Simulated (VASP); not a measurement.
Runs of VASP 6.6.1 on CdF2. The structure is that of space group Fm-3m (No. 225), or close to it. The cells are those of the table. 

| task | level | potentials or basis | cell | k mesh | cutoff (eV) | smearing | gap on the mesh (eV) | pressure (GPa) |
| --- | --- | --- | --- | --- | --- | --- | --- | --- |
| single point | PBE | VASP PAW PBE potentials, release 64 (Cd, F) | a = 3.810 Å, angles 60.0°, 3 atoms | 9 × 9 × 9 | 520 | gaussian 0.03 eV | 3.10 | 6.2 |
| relaxation of cell and atoms | BLYP | VASP PAW PBE potentials, release 64 (Cd_sv_GW, F) | relaxed from a = 3.810 Å, angles 60.0°, 3 atoms | 9 × 9 × 9 | 600 | fermi-dirac 0.05 eV | 2.92 | 0.0 |
| single point | PBEsol | VASP PAW PBE potentials, release 64 (Cd, F) | a = 3.758 Å, angles 60.0°, 3 atoms | 9 × 9 × 9 | 520 | fermi-dirac 0.05 eV | (b) | 5.6 |
| single point | PBEsol | VASP PAW PBE potentials, release 64 (Cd, F) | a = 3.784 Å, angles 60.0°, 3 atoms | 9 × 9 × 9 | 520 | fermi-dirac 0.05 eV | 3.00 | 2.9 |
| single point | PBEsol | VASP PAW PBE potentials, release 64 (Cd, F) | a = 3.810 Å, angles 60.0°, 3 atoms | 7 × 7 × 7 | 520 | gaussian 0.01 eV | 2.96 | (a) |

Alike in all rows: no spin polarisation.

Task: Estimate the missing entries.

Result: (a) 0.5; (b) 3.07.

Caveats: an odd mesh through Γ misses points on the zone boundary, where band edges can lie; the PAW data sets were made with another functional, which shifts forces and pressure a little (at least some runs); the cell stands under pressure (at least some runs).

A k mesh can miss the band edges, and the runs leave out spin-orbit coupling on Cd.

The runs don't all hold the same shells in valence.
